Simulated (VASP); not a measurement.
# Nb2B (P6/mmm) in VASP: further runs

The runs below take Nb2B through relaxation of cell and atoms, single point, with PBE.

Everything below comes from runs of VASP 6.6.1. Logs are shortened: lines on timing, memory, paths and dates and some standing lists are left out, and cuts for length are marked.

### 1 The cell of the first run

It takes space group P6/mmm (No. 191, hexagonal). Conventional cell: a = 3.310 Å, b = 3.310 Å, c = 3.780 Å, α = 90.00°, β = 90.00°, γ = 120.00°. Nb (site symmetry -6m2) has 3 Nb at 1.91 Å within 2.5 Å. B (site symmetry 6/mmm) has 12 Nb at 2.69 Å and 6 B at 3.31 Å within 3.5 Å.

### 2 Relaxation of cell and atoms, PBE

The input, INCAR:

```
SYSTEM = Nb2B
PREC = Accurate ; ENCUT = 600
EDIFF = 1E-7 ; ISMEAR = 0
SIGMA = 0.1 ; LREAL = .False.
LASPH = .True. ; NELM = 60
ALGO = Normal ; ISIF = 3
LWAVE = .False. ; LCHARG = .False.
GGA = PE ; IBRION = 2
NSW = 90 ; EDIFFG = -0.04
```

The input, KPOINTS:

```
Automatic mesh
0
Gamma
  6 6 4
  0 0 0
```

The input, POSCAR:

```
Nb2B
1.0
    3.3104270700      0.0000000000      0.0000000000
   -1.6552135300      2.8669139400      0.0000000000
    0.0000000000      0.0000000000      3.7804326000
Nb B
2 1
Direct
    0.3333333300      0.6666666700      0.5000000000
    0.6666666700      0.3333333300      0.5000000000
    0.0000000000      0.0000000000      0.0000000000
```

Potentials or basis: VASP PAW PBE potentials, release 64 (Nb_sv, B).

The run is started by

```sh
$ cat potpaw_PBE.64/Nb_sv/POTCAR potpaw_PBE.64/B/POTCAR > POTCAR
$ mpirun -np 1 vasp_std > vasp.out
```

OUTCAR:

```text
SYSTEM = Nb2B
   PREC = Accurate
   ENCUT = 600
   EDIFF = 1E-7
   ISMEAR = 0
   LREAL = .False.
   LASPH = .True.
   NELM = 60
   ISIF = 3
   GGA = PE
   IBRION = 2
   NSW = 90
   EDIFFG = -0.04

 ion  position               nearest neighbor table
   1  0.333  0.667  0.500-   2 1.91   2 1.91   2 1.91
   2  0.667  0.333  0.500-   1 1.91   1 1.91   1 1.91
   3  0.000  0.000  0.000-

  LATTYP: Found a hexagonal cell.
 ALAT       =     3.3104270700
 C/A-ratio  =     1.1419773099

  Lattice vectors:

 A1 = (   3.3104270700,   0.0000000000,   0.0000000000)
 A2 = (  -1.6552135300,   2.8669139400,   0.0000000000)
 A3 = (   0.0000000000,   0.0000000000,   3.7804326000)

Analysis of symmetry for initial positions (statically):
=====================================================================
 Subroutine PRICEL returns:
 Original cell was already a primitive cell.

 Routine SETGRP: Setting up the symmetry group for a
 hexagonal supercell.

 Subroutine GETGRP returns: Found 24 space group operations
 (whereof 24 operations were pure point group operations)
 out of a pool of 24 trial point group operations.

The static configuration has the point symmetry D_6h.

Analysis of symmetry for dynamics (positions and initial velocities):
=====================================================================
 Subroutine PRICEL returns:
 Original cell was already a primitive cell.

 Routine SETGRP: Setting up the symmetry group for a
 hexagonal supercell.

 Subroutine GETGRP returns: Found 24 space group operations
 (whereof 24 operations were pure point group operations)
 out of a pool of 24 trial point group operations.

The dynamic configuration has the point symmetry D_6h.

 Subroutine INISYM returns: Found 24 space group operations
 (whereof 24 operations are pure point group operations),
 and found     1 'primitive' translations

----------------------------------------------------------------------------------------

                                     Primitive cell

  volume of cell :      35.8790

  direct lattice vectors                    reciprocal lattice vectors
     3.310427070  0.000000000  0.000000000     0.302075829  0.174403560  0.000000000
    -1.655213530  2.866913940  0.000000000     0.000000000  0.348807122  0.000000000
     0.000000000  0.000000000  3.780432600     0.000000000  0.000000000  0.264519992

  length of vectors
     3.310427070  3.310427068  3.780432600     0.348807122  0.348807122  0.264519992

  position of ions in fractional coordinates (direct lattice)
     0.333333330  0.666666670  0.500000000
     0.666666670  0.333333330  0.500000000
     0.000000000  0.000000000  0.000000000

  ion indices of the primitive-cell ions
   primitive index   ion index
                 1           1
                 2           2
                 3           3

----------------------------------------------------------------------------------------

 KPOINTS: Automatic mesh

Automatic generation of k-mesh.
 Grid dimensions read from file:
 generate k-points for:    6    6    4

 Generating k-lattice:

  Cartesian coordinates                     Fractional coordinates (reciprocal lattice)
     0.050345971  0.029067260  0.000000000     0.166666667  0.000000000  0.000000000
     0.000000000  0.058134520  0.000000000     0.000000000  0.166666667  0.000000000
     0.000000000  0.000000000  0.066129998     0.000000000  0.000000000  0.250000000

  Length of vectors
     0.058134520  0.058134520  0.066129998

  Shift w.r.t. Gamma in fractional coordinates (k-lattice)
     0.000000000  0.000000000  0.000000000

 Subroutine IBZKPT returns following result:
 ===========================================

 Found     21 irreducible k-points:

 Following reciprocal coordinates:
            Coordinates               Weight
  0.000000  0.000000  0.000000      1.000000
  0.166667  0.000000  0.000000      6.000000
  0.333333 -0.000000  0.000000      6.000000
  0.500000  0.000000  0.000000      3.000000
  0.166667  0.166667  0.000000      6.000000
[... 38 lines left out ...]
 conjugate gradient relaxation of ions
 non-spin polarized calculation
 Gauss-broadening in eV      SIGMA  =   0.10
  energy-cutoff  :      600.00
  volume of cell :       35.88
 maximum number of plane-waves:      1228
 NGX is ok and might be reduce to    28
   NGX = 13   NGY = 13   NGZ = 15

--------------------------------------- Ionic step        1  -------------------------------------------

 number of electron      29.0000001 magnetization

 Free energy of the ion-electron system (eV)
  ---------------------------------------------------
  ext. energy  EPLUGINS =         0.00000000
  ---------------------------------------------------
  free energy    TOTEN  =       -11.28310535 eV

  energy without entropy =      -11.27373464  energy(sigma->0) =      -11.27842000

------------------------ aborting loop because EDIFF is reached ----------------------------------------

  FORCE on cell =-STRESS in cart. coord.  units (eV):
  Direction    XX          YY          ZZ          XY          YZ          ZX
  --------------------------------------------------------------------------------------
  -------------------------------------------------------------------------------------
  Total       56.8008076     56.8008076     -0.7381744      0.0000001      0.0000000      0.0000000
  in kB     2536.4418646   2536.4418646    -32.9632023      0.0000044      0.0000000      0.0000000
  external PRESSURE =    1679.9735090 kB  Pullay stress =       0.0000000 kB
[... 24 lines left out ...]
--------------------------------------- Ionic step        2  -------------------------------------------

 number of electron      29.0000014 magnetization

 E-fermi :   1.2822     XC(G=0):  -7.7567

 val. band max:        1.2625304378   @ k =   0.3333   0.1667   0.5000
 cond. band min:       1.2844693803   @ k =   0.3333   0.1667   0.2500
 fundamental gap:      0.0219389425
 Fermi energy:         1.2821729769

 k-point     1 :       0.0000    0.0000    0.0000
  band No.  band energies     occupation
      1     -55.4066      2.00000
      2     -55.4008      2.00000
      3     -31.3232      2.00000
      4     -31.3232      2.00000
      5     -31.2430      2.00000
      6     -31.2430      2.00000
[... 497 lines left out ...]
  FREE ENERGIE OF THE ION-ELECTRON SYSTEM (eV)
  ---------------------------------------------------
  free  energy   TOTEN  =       -20.6492753409 eV

  energy  without entropy=      -20.6396431800  energy(sigma->0) =      -20.64445926

 E-fermi :   9.2896     XC(G=0): -11.6828

 val. band max:        9.2609087099   @ k =   0.3333   0.1667   0.2500
 cond. band min:       9.2937931129   @ k =   0.1667   0.0000   0.5000
 fundamental gap:      0.0328844029
 Fermi energy:         9.2895897711

 k-point     1 :       0.0000    0.0000    0.0000
  band No.  band energies     occupation
      1     -45.7808      2.00000
      2     -45.0050      2.00000
      3     -22.5983      2.00000
      4     -22.5983      2.00000
      5     -21.6397      2.00000
      6     -21.0630      2.00000
[... 418 lines left out ...]
      5     -21.7288      2.00000
      6     -21.5632      2.00000
[... 10 lines left out ...]
     17      12.4333      0.00000
     18      12.4333      0.00000

[... ionic steps 4 to 13 ...]

--------------------------------------- Ionic step       14  -------------------------------------------

 number of electron      29.0000003 magnetization

------------------------ aborting loop because EDIFF is reached ----------------------------------------
[... 69 lines left out ...]
--------------------------------------- Ionic step       16  -------------------------------------------

 number of electron      29.0000003 magnetization

 Free energy of the ion-electron system (eV)
  ---------------------------------------------------
  ext. energy  EPLUGINS =         0.00000000
  ---------------------------------------------------
  free energy    TOTEN  =       -24.15684055 eV

  energy without entropy =      -24.14528461  energy(sigma->0) =      -24.15106258

 E-fermi :  10.5562     XC(G=0): -12.2210

 val. band max:       10.5468237377   @ k =   0.3333   0.1667   0.2500
 cond. band min:      10.5990968147   @ k =   0.0000   0.0000   0.0000
 fundamental gap:      0.0522730770
 Fermi energy:        10.5562492680

 k-point     1 :       0.0000    0.0000    0.0000
  band No.  band energies     occupation
      1     -44.4686      2.00000
      2     -43.8868      2.00000
      3     -21.1437      2.00000
      4     -21.1437      2.00000
      5     -19.7822      2.00000
      6     -19.5267      2.00000
[... 460 lines left out ...]
  FREE ENERGIE OF THE ION-ELECTRON SYSTEM (eV)
  ---------------------------------------------------
  free  energy   TOTEN  =       -24.1568405493 eV

  energy  without entropy=      -24.1452846118  energy(sigma->0) =      -24.15106258

 reached required accuracy - stopping structural energy minimisation
```

It took 5.5 min on 1 thread of AMD EPYC 7R43 (Zen 3), shared host; peak memory 0.13 GiB.

What came out:

* Free energy: -24.1568 eV
* Relaxed volume: 14.92 Å³/atom
* Relaxed cell: a = 4.382 Å, b = 4.382 Å, c = 2.692 Å, α = 90.00°, β = 90.00°, γ = 120.00°
* Space group after relaxing (to 0.05 Å): P6/mmm (No. 191)
* Energy gained by relaxing: 4291.2 meV/atom
* Ionic steps: 16
* Pressure after relaxing: 0.0 GPa

The path:
```
step  energy change (eV)  largest force (eV/Å)  pressure (GPa)  volume (Å³)
   1              0.0000                0.0000          168.00        35.88
   2              3.7796                0.0000          -41.05       129.80
   3             -9.3662                0.0000          -23.31        69.44
   4            -10.0172                0.0000          -19.82        63.97
   5            -10.3468                0.0000           -7.71        55.61
   6            -10.3738                0.0000          -11.67        57.56
   7            -10.3745                0.0000          -10.76        57.08
   8            -11.9550                0.0000           -8.57        49.37
   9            -12.7832                0.0000            4.28        43.88
  10             -4.7035                0.0000          154.42        32.13
  11            -12.8116                0.0000            6.01        43.38
  12            -12.8190                0.0000            7.90        42.90
  13            -12.7197                0.0000           -4.69        46.13
  14            -12.8639                0.0000            2.69        44.04
  15            -12.8669                0.0000           -2.17        45.36
  16            -12.8737                0.0000           -0.03        44.75
```

Final structure:
```
CELL_PARAMETERS angstrom
4.38164 0.00000 0.00000
-2.19082 3.79461 0.00000
0.00000 0.00000 2.69152
ATOMIC_POSITIONS crystal
Nb 0.33333 0.66667 0.50000
Nb 0.66667 0.33333 0.50000
B 0.00000 0.00000 0.00000
```

Levels at points of the mesh, in eV from the Fermi level:
| k point | band 12 | band 13 | band 14 | band 15 | band 16 | band 17 | band 18 |
| --- | --- | --- | --- | --- | --- | --- | --- |
| (0.00, 0.00, 0.00) | -3.41 | -1.47 | 0.04 | 0.04 | 1.91 | 1.91 | 2.18 |
| (0.50, 0.00, 0.00) | -2.83 | -2.39 | -1.84 | -0.22 | 1.54 | 1.69 | 2.99 |
| (0.00, 0.00, 0.50) | -3.54 | -1.79 | -1.79 | 0.33 | 0.33 | 1.15 | 1.15 |
| (0.50, 0.00, 0.50) | -2.61 | -1.15 | -0.43 | -0.37 | 0.68 | 1.54 | 3.04 |

Caveat: the k points lie up to 0.58 Å⁻¹ apart in the final cell; the volume moved by over 15 % at a fixed basis, so the end points are rough.

### 3 Relaxation of cell and atoms, PBE

This run uses another cell than the first one, of 14.97 Å³/atom, 1.252 times its volume.

The input, INCAR:

```
PREC     = Accurate       # precision mode
ENCUT    = 600            # plane-wave cutoff, eV
EDIFF    = 1E-6           # SCF threshold, eV
ISMEAR   = 0              # smearing method
SIGMA    = 0.1            # smearing width, eV
LREAL    = False          # projectors in reciprocal space
LASPH    = True           # aspherical terms in the spheres
NELM     = 80             # most SCF steps
ALGO     = Fast           # electronic algorithm
ISIF     = 3              # what is computed and relaxed
LWAVE    = False          # write WAVECAR
LCHARG   = False          # write CHGCAR
GGA      = PE             # functional
IBRION   = 2              # ionic algorithm
NSW      = 90             # ionic steps
EDIFFG   = -0.04          # ionic threshold
```

The input, KPOINTS:

```
Automatic mesh
0
Gamma
  6 6 6
```

The input, POSCAR:

```
Nb2B
1.0
    4.3876646017      0.0000000000      0.0000000000
   -2.1938323009      3.7998290084      0.0000000000
    0.0000000000      0.0000000000      2.6944107212
Nb B
2 1
Direct
    0.3333333333      0.6666666667      0.5000000000
    0.6666666667      0.3333333333      0.5000000000
    0.0000000000      0.0000000000      0.0000000000
```

Potentials or basis: VASP PAW PBE potentials, release 64 (Nb_sv, B).

The run is started by

```sh
$ cat potpaw_PBE.64/Nb_sv/POTCAR potpaw_PBE.64/B/POTCAR > POTCAR
$ mpirun -np 1 vasp_std > vasp.out
```

Wall time 4.2 min (1 thread of AMD EPYC 7R43 (Zen 3), shared host); peak memory 0.16 GiB.

It converged, with:

| Property | Result |
| --- | --- |
| Free energy | -24.3008 eV |
| Relaxed volume | 14.89 Å³/atom |
| Relaxed cell | a = 4.394 Å, b = 4.394 Å, c = 2.671 Å, α = 90.00°, β = 90.00°, γ = 120.00° |
| Space group after relaxing (to 0.05 Å) | P6/mmm (No. 191) |
| Energy gained by relaxing | 1.6 meV/atom |
| Ionic steps | 3 |
| Pressure after relaxing | 0.1 GPa |

Stress tensor (GPa, compression positive):
```
0.20 0.00 0.00
0.00 0.20 0.00
0.00 0.00 0.03
```

The path:
```
step  energy change (eV)  largest force (eV/Å)  pressure (GPa)  volume (Å³)
   1              0.0000                0.0000           -0.80        44.92
   2             -0.0006                0.0000            1.10        44.43
   3             -0.0047                0.0000            0.14        44.67
```

Final structure:
```
Nb B
1.0
     4.39426    0.00000    0.00000
    -2.19713    3.80554    0.00000
     0.00000    0.00000    2.67125
Nb B
2 1
Cartesian
  0.0000 2.5370 1.3356
  2.1971 1.2685 1.3356
  -2.1971 3.8055 0.0000
```

Levels at points of the mesh, in eV from the Fermi level:
```tsv
k point	band 11	band 12	band 13	band 14	band 15	band 16	band 17	band 18
(0.00, 0.00, 0.00)	-3.32	-3.32	-1.27	0.13	0.13	2.22	2.22	2.22
(0.50, 0.00, 0.00)	-3.05	-2.64	-2.24	-1.70	-0.10	1.86	2.01	3.08
(0.00, 0.00, 0.50)	-3.38	-3.38	-1.63	-1.63	0.47	0.47	1.27	1.27
(0.50, 0.00, 0.50)	-3.80	-2.42	-1.00	-0.29	-0.25	0.82	1.66	3.19
```

Caveat: the k points lie up to 0.39 Å⁻¹ apart in the final cell.

### 4 Single point, PBE

This run uses another cell than the first one, of 14.97 Å³/atom, 1.251 times its volume.

The input, INCAR:

```
ALGO = Fast ; EDIFF = 1E-6
ENCUT = 520 ; GGA = PE
ISIF = 2 ; ISMEAR = 0
LASPH = T ; LCHARG = T
LELF = T ; LREAL = F
LVHAR = T ; LWAVE = F
NBANDS = 22 ; NELM = 100
PREC = Accurate ; SIGMA = 0.1
```

The input, KPOINTS:

```
k-points
0
Gamma
  12 12 18
```

The input, POSCAR:

```
Nb2B
1.0
    4.4076147405      0.0000000000      0.0000000000
   -2.2038073702      3.8171063354      0.0000000000
    0.0000000000      0.0000000000      2.6685985513
Nb B
2 1
Direct
    0.3333333333      0.6666666667      0.5000000000
    0.6666666667      0.3333333333      0.5000000000
    0.0000000000      0.0000000000      0.0000000000
```

The run is started by

```sh
$ cat potpaw_PBE.64/Nb_sv/POTCAR potpaw_PBE.64/B/POTCAR > POTCAR
$ mpirun -np 1 vasp_std > vasp.out
```

Wall time 13 min (1 thread of AMD EPYC 7R43 (Zen 3), shared host); peak memory 0.25 GiB.

It converged, with:

```
Free energy : -24.3078 eV
Pressure    : -0.2 GPa
```

Stress tensor (GPa, compression positive):
```
-0.15  0.00  0.00
 0.00 -0.15  0.00
 0.00  0.00 -0.26
```

Levels at points of the mesh, in eV from the Fermi level:
```tsv
k point	band 12	band 13	band 14	band 15	band 16	band 17	band 18	band 19
(0.00, 0.00, 0.00)	-3.40	-1.40	0.03	0.03	2.06	2.17	2.17	4.74
(0.50, 0.00, 0.00)	-2.74	-2.34	-1.80	-0.21	1.81	1.97	2.94	3.28
(0.00, 0.00, 0.50)	-3.46	-1.71	-1.71	0.40	0.40	1.19	1.19	2.90
(0.50, 0.00, 0.50)	-2.50	-1.04	-0.37	-0.33	0.69	1.53	3.06	3.81
```

### 5 Relaxation of cell and atoms, PBE

This run uses another cell than the first one, of 14.92 Å³/atom, 1.248 times its volume.

The input, INCAR:

```
PREC = Accurate
ENCUT = 600
EDIFF = 1E-6
ISMEAR = 0
SIGMA = 0.1
LREAL = False
LASPH = True
NELM = 60
ALGO = Fast
ISIF = 3
LWAVE = False
LCHARG = False
GGA = PE
IBRION = 2
NSW = 100
EDIFFG = -0.01
```

The input, KPOINTS:

```
Automatic mesh
0
Gamma
  12 12 18
```

The input, POSCAR:

```
Nb2B
1.0
    4.3975326705      0.0000000000      0.0000000000
   -2.1987663352      3.8083750066      0.0000000000
    0.0000000000      0.0000000000      2.6728208703
Nb B
2 1
Direct
    0.3333333333      0.6666666667      0.5000000000
    0.6666666667      0.3333333333      0.5000000000
    0.0000000000      0.0000000000      0.0000000000
```

The run is started by

```sh
$ cat potpaw_PBE.64/Nb_sv/POTCAR potpaw_PBE.64/B/POTCAR > POTCAR
$ mpirun -np 1 vasp_std > vasp.out
```

Wall time 30 min (1 thread of AMD EPYC 7R43 (Zen 3), shared host); peak memory 0.28 GiB.

Results (log left out):

```yaml
Free_energy: -24.3083 eV
Relaxed_volume: 14.95 Å³/atom
Relaxed_cell: a = 4.407 Å, b = 4.407 Å, c = 2.668 Å, α = 90.00°, β = 90.00°, γ = 120.00°
Space_group_after_relaxing_to_0.05_Å: P6/mmm (No. 191)
Energy_gained_by_relaxing: 0.2 meV/atom
Ionic_steps: 4
Pressure_after_relaxing: -0.1 GPa
```

Step by step:
```csv
step,energy change (eV),largest force (eV/Å),pressure (GPa),volume (Å³)
1,0.0000,0.0000,0.28,44.76
2,-0.0003,0.0000,-0.28,44.93
3,-0.0007,0.0000,-0.06,44.86
4,-0.0007,0.0000,-0.06,44.86
```

Final structure:
```xyz
3
Lattice="4.4069 0.0000 0.0000 -2.2035 3.8165 0.0000 0.0000 0.0000 2.6675" Properties=species:S:1:pos:R:3 pbc="T T T"
Nb    0.0000    2.5443    1.3338
Nb    2.2035    1.2722    1.3338
B     2.2035    3.8165    0.0000
```

Levels at points of the mesh, in eV from the Fermi level:
```csv
k point,band 12,band 13,band 14,band 15,band 16,band 17,band 18
"(0.00, 0.00, 0.00)",-3.41,-1.40,0.03,0.03,2.06,2.17,2.17
"(0.50, 0.00, 0.00)",-2.74,-2.34,-1.80,-0.21,1.82,1.97,2.96
"(0.00, 0.00, 0.50)",-3.46,-1.72,-1.72,0.40,0.40,1.19,1.19
"(0.50, 0.00, 0.50)",-2.50,-1.05,-0.37,-0.33,0.69,1.53,3.06
```

### 6 The runs side by side

| task | cell | k mesh | cutoff (eV) | gap on the mesh (eV) | pressure (GPa) | relaxed volume (Å³/atom) |
| --- | --- | --- | --- | --- | --- | --- |
| relaxation of cell and atoms | relaxed from a = 3.310, b = 3.310, c = 3.780 Å, angles 90.0, 90.0, 120.0°, 3 atoms | 6 × 6 × 4 | 600 | none | 0.0 | 14.92 |
| relaxation of cell and atoms | relaxed from a = 4.388, b = 4.388, c = 2.694 Å, angles 90.0, 90.0, 120.0°, 3 atoms | 6 × 6 × 6 | 600 | none | 0.1 | 14.89 |
| single point | a = 4.408, b = 4.408, c = 2.669 Å, angles 90.0, 90.0, 120.0°, 3 atoms | 12 × 12 × 18 | 520 | none | -0.2 | - |
| relaxation of cell and atoms | relaxed from a = 4.398, b = 4.398, c = 2.673 Å, angles 90.0, 90.0, 120.0°, 3 atoms | 12 × 12 × 18 | 600 | none | -0.1 | 14.95 |

Alike in all rows: level PBE; potentials or basis VASP PAW PBE potentials, release 64 (Nb_sv, B); no spin polarisation; smearing gaussian 0.1 eV.

Caveats: some runs use coarse meshes; the volume moved by over 15 % at a fixed basis, so the end points are rough (some runs).

Total energies depend on the potentials used, so only differences within one code and one set of settings carry meaning.
